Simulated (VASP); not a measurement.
# Al33N32 (a cell with a defect) in VASP: notebook, part 2 of 2

VASP 6.6.1. Earlier steps stand in the parts before.

### 3 Single point, PBEsol, collinear spin

The input, INCAR:

```
SYSTEM = Al33N32
PREC     = Accurate       ! precision mode
ENCUT    = 520            ! plane-wave cutoff, eV
EDIFF    = 1E-6           ! SCF threshold, eV
ISMEAR   = -1             ! smearing method
SIGMA    = 0.05           ! smearing width, eV
LREAL    = Auto         
LASPH    = .True.         ! aspherical terms in the spheres
NELM     = 200            ! most SCF steps
ALGO     = Normal         ! electronic algorithm
ISIF     = 2              ! what is computed and relaxed
LWAVE    = .False.        ! write WAVECAR
LCHARG   = .True.         ! write CHGCAR
ISPIN    = 2              ! spin polarisation
MAGMOM   = 0 0 0 0 0 0 0 0.182 0 0.182 0 0 0 0 0 0 0 0 0.182 0 0 0 0 0 0 0 0 0 0.182 0 0 0 0.182 0 0 0 0 0 0 0 0 0.182 0.182 0 0 0 0 0 0 0.182 0 0.182 0 0 0 0 0 0.182 0 0 0 0.182 0 0 0 ! initial moments
LORBIT   = 11             ! projections on sites
GGA      = PS             ! functional
LELF     = .True.         ! ELF
LVHAR    = .True.       
NELECT   = 258.0        
ISYM     = 0            
NBANDS   = 172            ! bands
GGA_COMPAT= .False.
```

The input, KPOINTS:

```
Automatic mesh
0
Gamma
  1 1 1
  0.25 0.25 0.25
```

The input, POSCAR:

```
Al33N32
1.0
    8.7554440000      0.0000000000      0.0000000000
    0.0000000000      8.7554440000      0.0000000000
    0.0000000000      0.0000000000      8.7554440000
Al N
33 32
Direct
    0.9992390000      0.9987250000      0.9982380000
    0.9943550000      0.9939320000      0.4983950000
    0.9943540000      0.4989400000      0.9934590000
    0.0005130000      0.5000690000      0.4996100000
    0.4993980000      0.9939500000      0.9934430000
    0.5005060000      0.0001420000      0.4995930000
    0.5005150000      0.5001420000      0.9995600000
    0.5235960000      0.5229830000      0.5223650000
    0.2503470000      0.2500150000      0.9992050000
    0.2278490000      0.2273890000      0.5205810000
    0.2519010000      0.7563520000      0.9930690000
    0.2507020000      0.7500210000      0.4992890000
    0.7566700000      0.2514790000      0.9930910000
    0.7503910000      0.2503190000      0.4992620000
    0.7517490000      0.7512940000      0.9980560000
    0.7568320000      0.7564840000      0.4979570000
    0.2504190000      0.9997290000      0.2495650000
    0.2520740000      0.9934990000      0.7558260000
    0.2281440000      0.5209320000      0.2268400000
    0.2507840000      0.4996970000      0.7495210000
    0.7567400000      0.9935430000      0.2510000000
    0.7518160000      0.9985300000      0.7507980000
    0.7504470000      0.4997510000      0.2498360000
    0.7569540000      0.4984020000      0.7559530000
    0.0000150000      0.2501530000      0.2496440000
    0.9938600000      0.2515970000      0.7559410000
    0.9938370000      0.7563910000      0.2511890000
    0.9988550000      0.7514030000      0.7508680000
    0.5212090000      0.2279300000      0.2272580000
    0.5000430000      0.2504200000      0.7496150000
    0.4999750000      0.7500830000      0.2499630000
    0.4987790000      0.7565650000      0.7561210000
    0.3762120000      0.3763100000      0.3761020000
    0.1257230000      0.1253950000      0.1249770000
    0.1129460000      0.1125310000      0.6376730000
    0.1129800000      0.6381000000      0.1122900000
    0.1258620000      0.6250140000      0.6245230000
    0.6381690000      0.1127930000      0.1124040000
    0.6252940000      0.1255190000      0.6245410000
    0.6252790000      0.6250150000      0.1250880000
    0.6389790000      0.6386840000      0.6382170000
    0.3755190000      0.3753390000      0.1398870000
    0.3757080000      0.3754560000      0.6096680000
    0.3757300000      0.8754950000      0.1262720000
    0.3757600000      0.8752990000      0.6230790000
    0.8757120000      0.3754450000      0.1262610000
    0.8755460000      0.3753680000      0.6230830000
    0.8755570000      0.8752150000      0.1227340000
    0.8756530000      0.8753220000      0.6267140000
    0.3755020000      0.1403080000      0.3749070000
    0.3757740000      0.1267240000      0.8750520000
    0.3757050000      0.6101520000      0.3750370000
    0.3756630000      0.6235920000      0.8748880000
    0.8757620000      0.1267130000      0.3749900000
    0.8755330000      0.1231320000      0.8748120000
    0.8754940000      0.6235660000      0.3750170000
    0.8756660000      0.6272330000      0.8748480000
    0.1405860000      0.3752870000      0.3748970000
    0.1270780000      0.3754550000      0.8750430000
    0.1270850000      0.8754940000      0.3750120000
    0.1235790000      0.8752210000      0.8747060000
    0.6103460000      0.3755160000      0.3750520000
    0.6239060000      0.3754210000      0.8748240000
    0.6238790000      0.8752460000      0.3749520000
    0.6276210000      0.8753500000      0.8748860000
```

Potentials or basis: VASP PAW PBE potentials, release 64 (Al, N).

Command:

```bash
$ cat potpaw_PBE.64/Al/POTCAR potpaw_PBE.64/N/POTCAR > POTCAR
$ mpirun -np 1 vasp_std > vasp.out
```

OUTCAR:

```text
SYSTEM = Al33N32
   PREC = Accurate
   ENCUT = 520
   EDIFF = 1E-6
   ISMEAR = -1
   LREAL = Auto
   LASPH = .True.
   NELM = 200
   ISIF = 2
   ISPIN = 2
   LORBIT = 11
   GGA = PS
   NELECT = 258.0
   ISYM = 0

 ion  position               nearest neighbor table
   1  0.999  0.999  0.998-  61 1.88  55 1.88  48 1.88  34 1.92  28 3.06  22 3.06  15 3.06  11 3.07
                            26 3.07  18 3.07  21 3.07  27 3.07  13 3.07   9 3.11  17 3.11  25 3.11
   2  0.994  0.994  0.498-  49 1.85  60 1.90  54 1.90  35 1.91  10 2.90  16 2.94  27 3.00  21 3.00
                            22 3.07  28 3.07  12 3.10  14 3.10  17 3.13  25 3.13  18 3.19  26 3.19
   3  0.994  0.499  0.993-  57 1.85  59 1.90  46 1.90  36 1.91  19 2.90  24 2.94  26 3.00  13 3.00
                            15 3.07  28 3.07  23 3.10  20 3.10   9 3.13  25 3.13  11 3.19  27 3.19
   4  0.001  0.500  0.500-  56 1.89  47 1.89  37 1.90  58 1.97  23 3.09  14 3.09  25 3.09  24 3.10
                            12 3.10  20 3.10  16 3.10  28 3.11  10 3.11  19 3.12  27 3.13  26 3.13
   5  0.499  0.994  0.993-  65 1.85  51 1.90  44 1.90  38 1.91  29 2.90  32 2.94  18 3.00  11 3.00
                            15 3.07  22 3.07  30 3.10  31 3.10  17 3.13   9 3.13  13 3.19  21 3.19
   6  0.501  0.000  0.500-  64 1.89  45 1.89  39 1.90  50 1.97  31 3.09  12 3.10  14 3.10  17 3.10
                            16 3.10  32 3.10  30 3.10  22 3.11  10 3.11  29 3.11  18 3.13  21 3.13
   7  0.501  0.500  1.000-  63 1.88  53 1.89  40 1.90  42 1.98  30 3.09  20 3.09  32 3.10  23 3.10
                            24 3.10   9 3.10  31 3.10  15 3.11  19 3.11  29 3.11  13 3.13  11 3.13
   8  0.524  0.523  0.522-  41 1.75  62 1.98  52 1.98  43 1.98  33 2.23  16 2.90  24 2.90  32 2.90
                            23 3.11  14 3.11  31 3.11  30 3.11  12 3.11  20 3.11
[... 1518 lines left out ...]
 -----------------------------------------------------------------------------------
      8.74878      8.74428      8.74002         0.039042      0.052809      0.064793
      8.70602      8.70232      4.36367         0.051476      0.064243      0.064593
      8.70601      4.36844      8.69817         0.055794      0.056027      0.075648
      0.00449      4.37833      4.37431         0.088611      0.046833      0.046329
      4.37245      8.70247      8.69803         0.034731      0.073701      0.088680
      4.38215      0.00124      4.37416         0.033581      0.096382      0.046145
[... 57 lines left out ...]
      5.46234      7.66317      3.28287        -0.008914     -0.030932     -0.053738
      5.49510      7.66408      7.66002        -0.034914     -0.032070     -0.036829
 -----------------------------------------------------------------------------------
    total drift:                                0.006967      0.008144      0.013967

  FREE ENERGIE OF THE ION-ELECTRON SYSTEM (eV)
  ---------------------------------------------------
  free  energy   TOTEN  =      -503.2751080832 eV

  energy  without entropy=     -503.1956872460  energy(sigma->0) =     -503.23539766

 total charge

# of ion       s       p       d       tot
------------------------------------------
    1        0.367   0.447   0.000   0.814
    2        0.368   0.452   0.000   0.820
    3        0.367   0.452   0.000   0.819
    4        0.363   0.434   0.000   0.797
    5        0.368   0.452   0.000   0.820
    6        0.363   0.434   0.000   0.797
[... 57 lines left out ...]
   64        1.219   2.609   0.000   3.828
   65        1.222   2.648   0.000   3.870
--------------------------------------------------
tot         51.224  98.271   0.000 149.495

 magnetization (x)

# of ion       s       p       d       tot
------------------------------------------
    1       -0.000   0.000   0.000   0.000
    2       -0.000   0.000   0.000   0.000
    3       -0.000   0.000   0.000   0.000
    4        0.000   0.000   0.000   0.000
    5       -0.000   0.000   0.000   0.000
    6        0.000   0.000   0.000   0.000
[... 57 lines left out ...]
   64       -0.000  -0.000   0.000  -0.000
   65       -0.000   0.000   0.000   0.000
--------------------------------------------------
tot          0.000  -0.000   0.000  -0.000
```

Run time: 39 min. Hardware: 1 thread of Oxide Virtual Turin-like, shared host; peak memory 1.2 GiB.

Results:

```
Free energy                                           : -503.2751 eV
Largest force                                         : 0.155 eV/Å
Net moment                                            : 0.00 μB per cell
Valence electrons inside the program's atomic spheres : Al 0.81, 0.82, 0.80, 0.84, 0.86 (each value once); N 3.83, 3.87, 3.79, 3.78 (each value once)
```

Forces in eV/Å, atoms in the order of the input:
```
Al   0.039  0.053  0.065
Al   0.051  0.064  0.065
Al   0.056  0.056  0.076
Al   0.089  0.047  0.046
Al   0.035  0.074  0.089
Al   0.034  0.096  0.046
Al   0.032  0.041  0.112
Al  -0.012  0.004  0.009
Al  -0.015 -0.015  0.133
Al   0.040  0.045  0.040
Al  -0.019 -0.036  0.140
Al  -0.039 -0.040  0.080
Al  -0.054 -0.006  0.141
Al  -0.056 -0.034  0.081
Al  -0.028 -0.011  0.108
Al  -0.027 -0.011  0.115
Al  -0.024  0.121 -0.009
Al  -0.033  0.133 -0.029
Al   0.030  0.043  0.054
Al  -0.048  0.087 -0.039
Al  -0.065  0.140  0.000
Al  -0.037  0.099 -0.008
Al  -0.064  0.084 -0.027
Al  -0.039  0.115 -0.007
Al   0.123 -0.029 -0.023
Al   0.134 -0.023 -0.045
Al   0.139 -0.049 -0.017
Al   0.105 -0.022 -0.019
Al   0.037  0.029  0.038
Al   0.084 -0.043 -0.047
Al   0.089 -0.047 -0.046
Al   0.108 -0.029 -0.030
Al  -0.020 -0.027 -0.033
N   -0.028 -0.019 -0.028
N   -0.059 -0.049  0.040
N   -0.061  0.036 -0.067
N   -0.020 -0.002  0.008
N    0.054 -0.061 -0.070
N    0.010 -0.015  0.006
N    0.009  0.005 -0.021
N   -0.002 -0.005  0.001
N   -0.017 -0.030 -0.043
N   -0.016 -0.027 -0.014
N   -0.032 -0.061 -0.025
N   -0.037 -0.043 -0.021
N   -0.044 -0.043 -0.024
N   -0.019 -0.047 -0.021
N   -0.022 -0.031 -0.027
N   -0.023 -0.030 -0.050
N   -0.019 -0.026 -0.031
N   -0.036 -0.017 -0.068
N   -0.017 -0.019 -0.029
N   -0.034 -0.020 -0.050
N   -0.052 -0.017 -0.047
N   -0.023 -0.011 -0.037
N   -0.018 -0.021 -0.055
N   -0.022 -0.049 -0.033
N   -0.023 -0.027 -0.036
N   -0.016 -0.043 -0.070
N   -0.014 -0.065 -0.048
N   -0.012 -0.033 -0.034
N    0.002 -0.028 -0.030
N   -0.008 -0.049 -0.044
N   -0.009 -0.031 -0.054
N   -0.035 -0.032 -0.037
```

Caveat: the cell carries a net charge on a neutralising background, which shifts energy and pressure; the PAW data sets were made with another functional, which shifts forces and pressure a little.
